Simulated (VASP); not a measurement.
# SnO in VASP: notebook, part 2 of 2

VASP 6.6.1. Earlier steps stand in the parts before.

### 3 Single point, PBE+D3(BJ) (layers slid over each other)

Input file INCAR:

```
SYSTEM = SnO
ALGO     = Normal         ! electronic algorithm
DIPOL    = 0.5 0.5 0.404
EDIFF    = 1E-7           ! SCF threshold, eV
ENCUT    = 520            ! plane-wave cutoff, eV
GGA      = PE             ! functional
IDIPOL   = 3            
ISIF     = 2              ! what is computed and relaxed
ISMEAR   = 0              ! smearing method
IVDW     = 12             ! dispersion correction
LASPH    = .TRUE.         ! aspherical terms in the spheres
LCHARG   = .FALSE.        ! write CHGCAR
LDIPOL   = .TRUE.       
LREAL    = .FALSE.        ! projectors in reciprocal space
LWAVE    = .FALSE.        ! write WAVECAR
NBANDS   = 50             ! bands
NELM     = 100            ! most SCF steps
PREC     = Accurate       ! precision mode
SIGMA    = 0.05           ! smearing width, eV
```

Input file KPOINTS:

```
k-points
0
G
  7 7 1
  0 0 0
```

Input file POSCAR:

```
SnO
1.0
    3.8201629585      0.0000000000      0.0000000000
    0.0000000000      3.8201629585      0.0000000000
    0.0000000000      0.0000000000     22.2260830948
Sn O
4 4
Direct
    0.7500000000      0.2500000000      0.2024648239
    0.2500000000      0.7500000000      0.3087832219
    0.6250000000      1.1250000000      0.5000000000
    1.1250000000      0.6250000000      0.6063183980
    0.2500000000      0.2500000000      0.2556240229
    0.7500000000      0.7500000000      0.2556240229
    1.1250000000      1.1250000000      0.5531591990
    0.6250000000      0.6250000000      0.5531591990
```

Potentials or basis: VASP PAW PBE potentials, release 64 (Sn_d, O).

The run is started by

```bash
$ cat potpaw_PBE.64/Sn_d/POTCAR potpaw_PBE.64/O/POTCAR > POTCAR
$ mpirun -np 1 vasp_std > vasp.out
```

OUTCAR:

```text
SYSTEM = SnO
   EDIFF = 1E-7
   ENCUT = 520
   GGA = PE
   ISIF = 2
   ISMEAR = 0
   IVDW = 12
   LASPH = .TRUE.
   LREAL = .FALSE.
   NELM = 100
   PREC = Accurate
 IVDW          = 12

 ion  position               nearest neighbor table
   1  0.750  0.250  0.202-   5 2.25   6 2.25   6 2.25   5 2.25   2 3.59   2 3.59   2 3.59   2 3.59

   2  0.250  0.750  0.309-   5 2.25   6 2.25   5 2.25   6 2.25   1 3.59   1 3.59   1 3.59   1 3.59

   3  0.625  0.125  0.500-   7 2.25   8 2.25   8 2.25   7 2.25   4 3.59   4 3.59   4 3.59   4 3.59

   4  0.125  0.625  0.606-   7 2.25   8 2.25   7 2.25   8 2.25   3 3.59   3 3.59   3 3.59   3 3.59

   5  0.250  0.250  0.256-   1 2.25   2 2.25   2 2.25   1 2.25
   6  0.750  0.750  0.256-   1 2.25   2 2.25   1 2.25   2 2.25
   7  0.125  0.125  0.553-   3 2.25   4 2.25   4 2.25   3 2.25
   8  0.625  0.625  0.553-   3 2.25   4 2.25   3 2.25   4 2.25

  LATTYP: Found a simple tetragonal cell.
 ALAT       =     3.8201629585
 C/A-ratio  =     5.8180981639

  Lattice vectors:

 A1 = (   3.8201629585,   0.0000000000,   0.0000000000)
 A2 = (   0.0000000000,   3.8201629585,   0.0000000000)
 A3 = (   0.0000000000,   0.0000000000,  22.2260830948)
[... 197 lines left out ...]
      5     -20.6623      2.00000
      6     -20.6622      2.00000
[... 837 lines left out ...]
     49       5.9340      0.00000
     50       6.2633      0.00000

------------------------ aborting loop because EDIFF is reached ----------------------------------------

 vacuum level on the upper side and lower side of the slab       (xc-potential included)        -0.127        -0.121

 Edisp (eV)   -1.23492

 E8    (eV) :    -0.5463

  FORCE on cell =-STRESS in cart. coord.  units (eV):
  Direction    XX          YY          ZZ          XY          YZ          ZX
  --------------------------------------------------------------------------------------
  -------------------------------------------------------------------------------------
  Total       0.13438     0.13438    -0.30953     0.01079     0.08897     0.08897
  in kB       0.66377     0.66377    -1.52891     0.05329     0.43944     0.43944
  external pressure =       -0.07 kB  Pullay stress =        0.00 kB

 VOLUME and BASIS-vectors are now :
 -----------------------------------------------------------------------------
  energy-cutoff  :      520.00
  volume of cell :      324.36
      direct lattice vectors                 reciprocal lattice vectors
     3.820162959  0.000000000  0.000000000     0.261768938  0.000000000  0.000000000
     0.000000000  3.820162959  0.000000000     0.000000000  0.261768938  0.000000000
     0.000000000  0.000000000 22.226083095     0.000000000  0.000000000  0.044992183

 POSITION                                       TOTAL-FORCE (eV/Angst)
 -----------------------------------------------------------------------------------
      2.86512      0.95504      4.50000        -0.001793     -0.001793     -0.080278
      0.95504      2.86512      6.86304        -0.006967     -0.006967      0.173242
      2.38760      0.47752     11.11304         0.006967      0.006967     -0.173242
      0.47752      2.38760     13.47608         0.001793      0.001793      0.080278
      0.95504      0.95504      5.68152         0.003544     -0.010077      0.010242
      2.86512      2.86512      5.68152        -0.010077      0.003544      0.010242
      0.47752      0.47752     12.29456         0.010077     -0.003544     -0.010242
      2.38760      2.38760     12.29456        -0.003544      0.010077     -0.010242
 -----------------------------------------------------------------------------------
    total drift:                               -0.000000     -0.000000     -0.000208

  FREE ENERGIE OF THE ION-ELECTRON SYSTEM (eV)
  ---------------------------------------------------
  free  energy   TOTEN  =       -46.4232377661 eV

  energy  without entropy=      -46.4232377661  energy(sigma->0) =      -46.42323777

 vacuum level on the upper side and lower side of the slab         4.800         4.807
```

stdout:

```text
POSCAR found type information on POSCAR SnO
 POSCAR found :  2 types and       8 ions
 scaLAPACK will be used
 LDA part: xc-table for (Slater+PW92), standard interpolation
 POSCAR, INCAR and KPOINTS ok, starting setup
 FFT: planning ... GRIDC
 FFT: planning ... GRID_SOFT
 FFT: planning ... GRID
 WAVECAR not read
 entering main loop
```

It took 5.7 min on 1 thread of Intel Xeon Platinum 8375C at 2.90GHz (Ice Lake), shared host; peak memory 0.44 GiB.

What came out:

```yaml
Free_energy: -46.4232 eV
Largest_force: 0.174 eV/Å
Band_gap_on_the_k_mesh: 2.57 eV (least direct gap 2.59 eV)
Dispersion_energy_per_atom: -0.154 eV
```

Forces in eV/Å, atoms in the order of the input:
```
Sn  -0.002 -0.002 -0.080
Sn  -0.007 -0.007  0.173
Sn   0.007  0.007 -0.173
Sn   0.002  0.002  0.080
O    0.004 -0.010  0.010
O   -0.010  0.004  0.010
O    0.010 -0.004 -0.010
O   -0.004  0.010 -0.010
```

Caveat: the cell differs from its parent crystal (layers slid over each other); spin-orbit coupling is left out, which moves the levels of the heavy elements.
